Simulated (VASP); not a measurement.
# BP2 (P4/mmm) in VASP: a series of runs, part 2 of 2

VASP 6.6.1. The steps go on from the part before.

## 4. Single point, PBE

This run uses another cell than the first one, of 18.78 Å³/atom, 1.447 times its volume.

INCAR

```
PREC = Accurate
ENCUT = 520
EDIFF = 1E-6
ISMEAR = 0
SIGMA = 0.1
LREAL = False
LASPH = True
NELM = 100
ALGO = Normal
ISIF = 2
LWAVE = False
LCHARG = False
GGA = PE
NBANDS = 14
```

KPOINTS

```
regular mesh
0
Gamma
  6 6 4
```

POSCAR

```
BP2
1.0
    3.5222634100      0.0000000000      0.0000000000
    0.0000000000      3.5222634100      0.0000000000
    0.0000000000      0.0000000000      4.5410107800
B P
1 2
Direct
    0.5000000000      0.5000000000      0.0000000000
    0.0000000000      0.5000000000      0.0000000000
    0.5000000000      0.0000000000      0.0000000000
```

Launch:

```console
cat potpaw_PBE.64/B/POTCAR potpaw_PBE.64/P/POTCAR > POTCAR
mpirun -np 1 vasp_std > vasp.out
```

Run time: 12 s. Hardware: 1 thread of AMD EPYC 9R45 (Zen 5), shared host; peak memory 0.14 GiB.

Results (log left out):

- Free energy: -12.6203 eV
- Pressure: 27.8 GPa

Stress tensor (GPa, compression positive):
```
41.87  0.00  0.00
 0.00 41.87  0.00
 0.00  0.00 -0.28
```

Levels at points of the mesh, in eV from the Fermi level:
```tsv
k point	band 2	band 3	band 4	band 5	band 6	band 7	band 8	band 9	band 10	band 11
(0.00, 0.00, 0.00)	-7.73	-7.73	-5.36	-5.35	-1.07	2.55	2.81	3.41	3.41	6.36
(0.50, 0.00, 0.00)	-12.98	-6.84	-3.61	-1.97	-1.42	-1.37	0.10	3.95	5.28	5.57
(0.50, 0.50, 0.00)	-11.94	-11.67	-6.84	-1.19	-0.53	-0.53	4.78	4.78	5.45	6.16
(0.00, 0.00, 0.50)	-7.71	-7.71	-6.02	-5.29	-0.94	2.39	3.45	3.45	5.26	6.38
(0.50, 0.00, 0.50)	-12.94	-6.82	-4.14	-2.19	-1.90	-1.34	0.17	4.97	5.20	8.88
(0.50, 0.50, 0.50)	-11.91	-11.63	-6.78	-1.61	-1.12	-1.12	4.01	5.42	5.42	6.18
```

Caveat: this functional lacks dispersion, which binds the layers, so the pressure and a relaxed spacing across them are unreliable.

## 5. Relaxation of cell and atoms, PBE

This run uses another cell than the first one, of 13.18 Å³/atom, 1.016 times its volume.

INCAR

```
  ALGO = Normal
  EDIFF = 1E-6
  EDIFFG = -0.04
  ENCUT = 600
  GGA = PE
  IBRION = 2
  ISIF = 3
  ISMEAR = 0
  LASPH = T
  LCHARG = F
  LREAL = F
  LWAVE = F
  NELM = 100
  NSW = 90
  PREC = Accurate
  SIGMA = 0.1
```

KPOINTS

```
k-points
0
Gamma
  4 4 8
```

POSCAR

```
BP2
1.0
    4.0326263106      0.0000000000      0.0000000000
    0.0000000000      4.0326263106      0.0000000000
    0.0000000000      0.0000000000      2.4323009823
B P
1 2
Direct
    0.5000000000      0.5000000000      0.0000000000
    0.0000000000      0.5000000000      0.0000000000
    0.5000000000      0.0000000000      0.0000000000
```

Potentials or basis: VASP PAW PBE potentials, release 64 (B, P).

Launch:

```console
cat potpaw_PBE.64/B/POTCAR potpaw_PBE.64/P/POTCAR > POTCAR
mpirun -np 1 vasp_std > vasp.out
```

OUTCAR:

```text
EDIFF = 1E-6
   EDIFFG = -0.04
   ENCUT = 600
   GGA = PE
   IBRION = 2
   ISIF = 3
   ISMEAR = 0
   LASPH = T
   LREAL = F
   NELM = 100
   NSW = 90
   PREC = Accurate

 ion  position               nearest neighbor table
   1  0.500  0.500  0.000-   2 2.02   3 2.02   3 2.02   2 2.02
   2  0.000  0.500  0.000-   1 2.02   1 2.02   3 2.85   3 2.85   3 2.85   3 2.85
   3  0.500  0.000  0.000-   1 2.02   1 2.02   2 2.85   2 2.85   2 2.85   2 2.85

  LATTYP: Found a simple tetragonal cell.
 ALAT       =     4.0326263106
 C/A-ratio  =     0.6031555604

  Lattice vectors:

 A1 = (   4.0326263106,   0.0000000000,   0.0000000000)
 A2 = (   0.0000000000,   4.0326263106,   0.0000000000)
 A3 = (   0.0000000000,   0.0000000000,   2.4323009823)

Analysis of symmetry for initial positions (statically):
=====================================================================
 Subroutine PRICEL returns:
 Original cell was already a primitive cell.

 Routine SETGRP: Setting up the symmetry group for a
 simple tetragonal supercell.

 Subroutine GETGRP returns: Found 16 space group operations
 (whereof 16 operations were pure point group operations)
 out of a pool of 16 trial point group operations.

The static configuration has the point symmetry D_4h.

Analysis of symmetry for dynamics (positions and initial velocities):
=====================================================================
 Subroutine PRICEL returns:
 Original cell was already a primitive cell.

 Routine SETGRP: Setting up the symmetry group for a
 simple tetragonal supercell.

 Subroutine GETGRP returns: Found 16 space group operations
 (whereof 16 operations were pure point group operations)
 out of a pool of 16 trial point group operations.

The dynamic configuration has the point symmetry D_4h.

 Subroutine INISYM returns: Found 16 space group operations
 (whereof 16 operations are pure point group operations),
 and found     1 'primitive' translations

----------------------------------------------------------------------------------------
[... 149 lines left out ...]
  Direction    XX          YY          ZZ          XY          YZ          ZX
  --------------------------------------------------------------------------------------
  -------------------------------------------------------------------------------------
  Total        0.9530606      0.9530606     -2.5915181      0.0000000     -0.0000000      0.0000000
  in kB       38.6044918     38.6044918   -104.9715386      0.0000000     -0.0000000      0.0000000
  external PRESSURE =      -9.2541850 kB  Pullay stress =       0.0000000 kB
[... 92 lines left out ...]
  FREE ENERGIE OF THE ION-ELECTRON SYSTEM (eV)
  ---------------------------------------------------
  free  energy   TOTEN  =       -15.1789310279 eV

  energy  without entropy=      -15.1660072586  energy(sigma->0) =      -15.17246914

[... ionic steps 4 to 9 ...]

--------------------------------------- Ionic step       10  -------------------------------------------

 number of electron      12.9999998 magnetization

------------------------ aborting loop because EDIFF is reached ----------------------------------------
[... 69 lines left out ...]
--------------------------------------- Ionic step       12  -------------------------------------------

 number of electron      12.9999998 magnetization

 Free energy of the ion-electron system (eV)
  ---------------------------------------------------
  ext. energy  EPLUGINS =         0.00000000
  ---------------------------------------------------
  free energy    TOTEN  =       -15.17973473 eV

  energy without entropy =      -15.16924650  energy(sigma->0) =      -15.17449062

 E-fermi :   7.9124     XC(G=0): -11.0494

 val. band max:        7.8507395653   @ k =   0.5000   0.2500   0.2500
 cond. band min:       7.9184292948   @ k =   0.2500   0.2500   0.5000
 fundamental gap:      0.0676897295
 Fermi energy:         7.9124160104

 k-point     1 :       0.0000    0.0000    0.0000
  band No.  band energies     occupation
      1      -8.0415      2.00000
      2      -2.7002      2.00000
      3       0.3814      2.00000
      4       0.3814      2.00000
      5       3.9094      2.00000
      6       7.6350      1.99991
      7       7.6350      1.99991
      8      12.4888      0.00000
      9      12.6746      0.00000
     10      13.9138      0.00000
[... 287 lines left out ...]
 k-point    24 :       0.5000    0.5000    0.3750
  band No.  band energies     occupation
      1      -2.0418      2.00000
      2      -2.0418      2.00000
      3      -0.6733      2.00000
      4       4.2391      2.00000
      5       4.3663      2.00000
      6       4.3663      2.00000
      7       5.8172      2.00000
      8      11.5103      0.00000
      9      12.4140      0.00000
     10      13.0319      0.00000

 [... further k-points ...]

------------------------ aborting loop because EDIFF is reached ----------------------------------------

  FORCE on cell =-STRESS in cart. coord.  units (eV):
  Direction    XX          YY          ZZ          XY          YZ          ZX
  --------------------------------------------------------------------------------------
  -------------------------------------------------------------------------------------
  Total        0.0407897      0.0407897      0.0376625      0.0000000      0.0000000      0.0000000
  in kB        1.6841295      1.6841295      1.5550132      0.0000000      0.0000000      0.0000000
  external PRESSURE =       1.6410908 kB  Pullay stress =       0.0000000 kB
[... 18 lines left out ...]
  FREE ENERGIE OF THE ION-ELECTRON SYSTEM (eV)
  ---------------------------------------------------
  free  energy   TOTEN  =       -15.1797347310 eV

  energy  without entropy=      -15.1692465044  energy(sigma->0) =      -15.17449062

 reached required accuracy - stopping structural energy minimisation
```

It took 36 s on 1 thread of AMD EPYC 9R45 (Zen 5), shared host; peak memory 0.12 GiB.

What came out:

```
Free energy                            : -15.1797 eV
Relaxed volume                         : 12.93 Å³/atom
Relaxed cell                           : a = 4.073 Å, b = 4.073 Å, c = 2.339 Å, α = 90.00°, β = 90.00°, γ = 90.00°
Space group after relaxing (to 0.05 Å) : P4/mmm (No. 123)
Energy gained by relaxing              : 18.6 meV/atom
Ionic steps                            : 12
Pressure after relaxing                : 0.2 GPa
```

The path:
| step | energy change (eV) | largest force (eV/Å) | pressure (GPa) | volume (Å³) |
| --- | --- | --- | --- | --- |
| 1 | 0.0000 | 0.0000 | -0.93 | 39.55 |
| 2 | -0.0550 | 0.0000 | -0.73 | 39.08 |
| 3 | -0.0550 | 0.0000 | -0.74 | 39.08 |
| 4 | -0.0550 | 0.0000 | -0.74 | 39.09 |
| 5 | -0.0456 | 0.0000 | -1.02 | 39.33 |
| 6 | -0.0550 | 0.0000 | -0.74 | 39.10 |
| 7 | -0.0543 | 0.0000 | -0.84 | 39.22 |
| 8 | -0.0550 | 0.0000 | -0.75 | 39.11 |
| 9 | -0.0551 | 0.0000 | -0.78 | 39.17 |
| 10 | -0.0551 | 0.0000 | -0.76 | 39.14 |
| 11 | -0.0551 | 0.0000 | -0.77 | 39.15 |
| 12 | -0.0558 | 0.0000 | 0.16 | 38.80 |

Final structure:
```
B P
1.0
     4.07288    0.00000    0.00000
     0.00000    4.07288    0.00000
     0.00000    0.00000    2.33928
B P
1 2
Direct
  0.50000 0.50000 0.00000
  0.00000 0.50000 0.00000
  0.50000 0.00000 0.00000
```

Levels at points of the mesh, in eV from the Fermi level:
| k point | band 4 | band 5 | band 6 | band 7 | band 8 | band 9 | band 10 |
| --- | --- | --- | --- | --- | --- | --- | --- |
| (0.00, 0.00, 0.00) | -7.53 | -4.00 | -0.28 | -0.28 | 4.58 | 4.76 | 6.00 |
| (0.50, 0.00, 0.00) | -6.59 | -3.12 | -2.77 | 1.77 | 3.70 | 6.74 | 9.19 |
| (0.50, 0.50, 0.00) | -6.81 | 1.10 | 1.91 | 1.91 | 2.53 | 6.79 | 7.77 |
| (0.00, 0.00, 0.50) | -4.32 | -4.19 | -4.19 | 0.68 | 1.42 | 3.27 | 3.27 |
| (0.50, 0.00, 0.50) | -6.07 | -3.64 | -1.32 | -0.79 | 0.85 | 1.80 | 4.96 |
| (0.50, 0.50, 0.50) | -5.83 | -5.83 | -4.03 | -2.47 | 2.51 | 4.37 | 5.85 |

Caveat: the k points lie up to 0.39 Å⁻¹ apart in the final cell.

## 6. Summary

| task | cell | k mesh | cutoff (eV) | gap on the mesh (eV) | pressure (GPa) |
| --- | --- | --- | --- | --- | --- |
| single point | a = 4.076, b = 4.076, c = 2.344 Å, 3 atoms | 4 × 4 × 8 | 520 | none | -0.2 |
| single point | a = 4.033, b = 4.033, c = 2.432 Å, 3 atoms | 6 × 6 × 4 | 520 | none | -0.2 |
| single point | a = 3.522, b = 3.522, c = 4.541 Å, 3 atoms | 6 × 6 × 4 | 520 | none | 27.8 |
| relaxation of cell and atoms | relaxed from a = 4.033, b = 4.033, c = 2.432 Å, 3 atoms | 4 × 4 × 8 | 600 | none | 0.2 |

Alike in all rows: level PBE; potentials or basis VASP PAW PBE potentials, release 64 (B, P); no spin polarisation; smearing gaussian 0.1 eV.

Caveats: some runs use coarse meshes; this functional lacks dispersion, which binds the layers, so the pressure and a relaxed spacing across them are unreliable (some runs).

Total energies depend on the potentials used, so only differences within one code and one set of settings carry meaning.
